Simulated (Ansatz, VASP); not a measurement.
## TiAl in VASP and in Ansatz

```
CELL_PARAMETERS angstrom
3.17906 0.00000 0.00000
0.00000 3.17906 0.00000
0.00000 0.00000 3.17906
ATOMIC_POSITIONS crystal
Ti 0.00000 0.00000 0.00000
Al 0.50000 0.50000 0.50000
```

Alike in both runs: task single point; functional PBEsol; dispersion D4; k mesh 8 × 8 × 8; occupations fermi-dirac, width 0.05 eV; no spin polarisation; Hubbard terms Ti d U = 4.5 eV.

|  | VASP | Ansatz |
| --- | --- | --- |
| version | VASP 6.6.1 | Ansatz 0.2.0 |
| potentials or method | VASP PAW PBE potentials, release 64 (Ti_sv, Al), cutoff 520 eV | all-electron LAPW, scalar-relativistic |

|  | VASP | Ansatz | Ansatz less VASP |
| --- | --- | --- | --- |
| gap on the k mesh at the Fermi level (eV) | none | none | - |
| pressure (GPa) | 1.3 | 0.9 | -0.34 |

VASP's potentials were made for PBE, not for PBEsol. The programs project onto different local orbitals, so the same U acts differently, and such runs can settle in different states. A gap of «none» marks a metal or a gap that the smearing closes. Ansatz ran all-electron here, and VASP with PAW potentials.

Noted on Ansatz's run: U is the effective U less J, on atomic orbitals that reach past the spheres.
